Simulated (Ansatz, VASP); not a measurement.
# Two plane-wave programs on Sn4P

```
CELL_PARAMETERS angstrom
-3.30796 3.30796 3.30796
3.30796 -3.30796 3.30796
3.30796 3.30796 -3.30796
ATOMIC_POSITIONS crystal
Sn 0.00000 0.00000 0.50000
Sn 0.50000 0.00000 0.00000
Sn 0.50000 0.50000 0.50000
Sn 0.00000 0.50000 0.00000
P 0.00000 0.00000 0.00000
```

Change from the starting cell: species swapped into the NiHg4 type (Im-3m, No. 229).

Alike in both runs: functional PBE; k mesh 8 × 8 × 8; occupations gaussian, width 0.1 eV; no spin polarisation.

Ansatz relaxed the structure, and its values are those at the end. VASP's run is a single point on that final structure, the one shown.

```csv
,VASP,Ansatz
version,VASP 6.6.1,Ansatz 0.2.0
potentials or method,"VASP PAW PBE potentials, release 64 (Sn_d, P), cutoff 520 eV","scalar-relativistic, plane waves, PAW"
valence electrons in the cell,61,61
```

Ansatz gave:

* gap on the k mesh at the Fermi level (eV): none
* pressure (GPa): 0.0

Q: What did VASP give for the same quantities?

A: gap on the k mesh at the Fermi level (eV): none; pressure (GPa): -0.1.

A gap of «none» marks a metal or a gap that the smearing closes.
